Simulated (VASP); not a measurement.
**GdMn3: single point with PBE+U**

GdMn3:

```xyz
4
Lattice="4.1306 0.0000 0.0000 0.0000 4.1306 0.0000 0.0000 0.0000 4.1306" Properties=species:S:1:pos:R:3 pbc="T T T"
Gd    0.0000    0.0000    0.0000
Mn    0.0000    2.0653    2.0653
Mn    2.0653    2.0653    0.0000
Mn    2.0653    0.0000    2.0653
```

```yaml
Program: VASP 6.6.1
Task: single point
Functional: PBE
Potentials_or_basis: VASP PAW PBE potentials, release 64 (Gd, Mn_pv)
Cutoff: 520 eV
k_mesh: 4 × 4 × 4
Occupations: gaussian, width 0.05 eV
Spin: collinear spin, ferrimagnetic start
Starting_moments: "[7.96, -3.7, -3.7, -3.7] μB"
Hubbard_terms: Gd f U = 6.0 eV
```

* Pressure: -0.1 GPa
* Net moment: -2.91 μB per cell
* Site moments: Gd +7.04; Mn -3.32 μB
* Valence electrons inside the program's atomic spheres: Gd 15.36; Mn 11.53

Levels at points of the mesh, in eV from the Fermi level:
Spin up:
```csv
k point,band 24,band 25,band 26,band 27,band 28,band 29,band 30,band 31
"(0.00, 0.00, 0.00)",-1.21,-1.21,-1.21,-1.18,1.03,1.03,1.03,2.32
"(0.50, 0.00, 0.00)",-0.49,-0.41,-0.41,-0.20,-0.11,0.30,0.30,1.21
"(0.50, 0.50, 0.00)",-1.52,-0.26,-0.26,-0.12,0.30,0.30,0.34,0.57
"(0.50, 0.50, 0.50)",-1.18,0.00,0.73,0.73,0.73,1.15,1.15,1.19
```
Spin down:
| k point | band 26 | band 27 | band 28 | band 29 | band 30 | band 31 | band 32 | band 33 | band 34 | band 35 |
| --- | --- | --- | --- | --- | --- | --- | --- | --- | --- | --- |
| (0.00, 0.00, 0.00) | -0.78 | -0.38 | -0.38 | -0.38 | 2.39 | 2.39 | 2.39 | 2.68 | 2.68 | 4.23 |
| (0.50, 0.00, 0.00) | -1.48 | -1.44 | -1.44 | -1.03 | -0.38 | 1.82 | 1.82 | 2.25 | 4.08 | 4.30 |
| (0.50, 0.50, 0.00) | -1.59 | -1.59 | -1.53 | -1.13 | -1.11 | 1.00 | 1.00 | 2.83 | 2.83 | 4.36 |
| (0.50, 0.50, 0.50) | -0.61 | -0.61 | -0.61 | -0.56 | 1.42 | 1.42 | 1.42 | 1.60 | 1.60 | 1.60 |

Eigenvalues of the final occupation matrices:
| site | spin | trace | eigenvalues |
| --- | --- | --- | --- |
| site 1 f | 1 | 6.92 | 0.99 0.99 0.99 0.99 0.99 0.99 0.99 |
| site 1 f | 2 | 0.03 | 0.00 0.00 0.00 0.00 0.00 0.01 0.01 |

It took 75 s on 1 thread of Oxide Virtual Turin-like Processor (shared host), peak memory 0.2 GiB.

Caveat: the k points lie up to 0.38 Å⁻¹ apart; spin-orbit coupling is left out, which moves the levels of the heavy elements. The state reached can hang on the start; a lower one may exist.
